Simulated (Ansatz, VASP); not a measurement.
One calculation of KTaO3, two programs

```xyz
5
Lattice="4.2451 0.0000 0.0000 0.0000 4.2451 0.0000 0.0000 0.0000 3.7629" Properties=species:S:1:pos:R:3 pbc="T T T"
K     2.1226    2.1226    1.8814
Ta    0.0000    0.0000    0.0000
O     2.1226    0.0000    0.0000
O     0.0000    2.1226    0.0000
O     0.0000    0.0000    1.8814
```

Alike in both runs: task single point; functional PBE; k mesh 8 × 8 × 8; occupations gaussian, width 0.05 eV; no spin polarisation.

```csv
,VASP,Ansatz
version,VASP 6.6.1,Ansatz 0.2.0
potentials or method,"VASP PAW PBE potentials, release 64 (K_sv, Ta_pv, O), cutoff 520 eV","scalar-relativistic, plane waves, PAW"
valence electrons in the cell,38,40
```

```tsv
	VASP	Ansatz	Ansatz less VASP
gap on the k mesh at the Fermi level (eV)	1.79	1.83	+0.040
least direct gap on the mesh (eV)	2.35	2.39	+0.043
pressure (GPa)	-1.3	-1.9	-0.57
traceless stress, the component that is largest in VASP (GPa)	29.22	28.75	-0.470
```

With one functional, cell and mesh, what is left measures potentials, basis and numerics. VASP's potentials hold 38 valence electrons a cell and Ansatz's 40, so a difference there can come from the potentials and not from the codes.

Spin-orbit coupling is off throughout.
